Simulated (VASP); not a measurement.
Input of a VASP 6.6.1 run:

Contents of INCAR:

```
SYSTEM = H4CO
PREC     = Accurate       ! precision mode
ENCUT    = 520            ! plane-wave cutoff, eV
EDIFF    = 1E-6           ! SCF threshold, eV
ISMEAR   = -1             ! smearing method
SIGMA    = 0.05           ! smearing width, eV
LREAL    = Auto         
LASPH    = .True.         ! aspherical terms in the spheres
NELM     = 100            ! most SCF steps
ALGO     = Normal         ! electronic algorithm
ISIF     = 2              ! what is computed and relaxed
LWAVE    = .False.        ! write WAVECAR
LCHARG   = .False.        ! write CHGCAR
GGA      = PE             ! functional
IVDW     = 12             ! dispersion correction
NBANDS   = 66             ! bands
```

KPOINTS

```
Automatic mesh
0
Gamma
  1 1 1
  0 0 0
```

POSCAR

```
H4CO
1.0
    8.5320950000      0.0000000000      0.0000000000
    0.0000000000      8.2444510000      0.0000000000
    0.0000000000      0.0000000000      8.6524600000
C O H
6 6 24
Direct
    0.0669003334      0.2317316217      0.6939529336
    0.3552703058      0.6693350473      0.8947166471
    0.8888086689      0.6497582435      0.2541936051
    0.6770201223      0.5823553321      0.5749694307
    0.5866906076      0.1409190254      0.0994168133
    0.4675522249      1.0425679042      0.4723396583
   -0.0273086505      0.3479067314      0.6082432048
    0.4985410969      0.7031396026      0.9585828770
    0.9723051607      0.7017568544      0.1055075666
    0.7160375031      0.5853148985      0.7539012027
    0.4320392588      0.1303786025      0.1924423805
    0.6199532471      1.1164721581      0.4920103647
   -0.0514176178      0.1494338434      0.6881395580
    0.0283283297      0.4329942649      0.5433945953
    0.1726188000      0.1722006717      0.6483589638
    0.0968460853      0.2499499360      0.8114570885
    0.3124320580      0.7819441222      0.8440836479
    0.5714657420      0.6279617648      0.9064011853
    0.3798598117      0.5990817339      0.7958777041
    0.2716800504      0.6187313139      0.9685569191
    0.7665292053      0.6231949223      0.2171867885
    0.9230089445      0.8059602756      0.1048603519
    0.9663980535      0.5467556299      0.2634973175
    0.8794674696      0.6950371832      0.3827235260
    0.5662853027      0.6552649776      0.5709474531
    0.8014444284      0.4980198196      0.7430256829
    0.7720612581      0.6696625403      0.5314095644
    0.6544230930      0.4733001627      0.5231575760
    0.6737501165      0.1087155470      0.1888711418
    0.3610250472      0.0496333837      0.1638609135
    0.6017279461      0.0613260968     -0.0000231148
    0.6168942095      0.2630132680      0.0561689970
    0.3489295419      1.1073993890      0.4528191982
    0.6519852393      1.1933481077      0.4319234068
    0.4759909495      0.9570194547      0.3751880968
    0.4397395950      0.9896717198      0.5950908759
```

Potentials or basis: VASP PAW PBE potentials, release 64 (C, O, H).

Command:

```console
$ cat potpaw_PBE.64/C/POTCAR potpaw_PBE.64/O/POTCAR potpaw_PBE.64/H/POTCAR > POTCAR
$ mpirun -np 1 vasp_gam > vasp.out
```

**Question.** Estimate the largest force.

**Answer.** 8.363 eV/Å.

**Question.** Predict the band gap on the k mesh.

**Answer.** 3.86 eV.

**Question.** Predict the pressure.

**Answer.** -0.2 GPa.

Stress tensor (GPa, compression positive):
```
-2.93  0.44  0.99
 0.44  2.78 -0.85
 0.99 -0.85 -0.57
```

Caveat: the k points lie up to 0.76 Å⁻¹ apart.
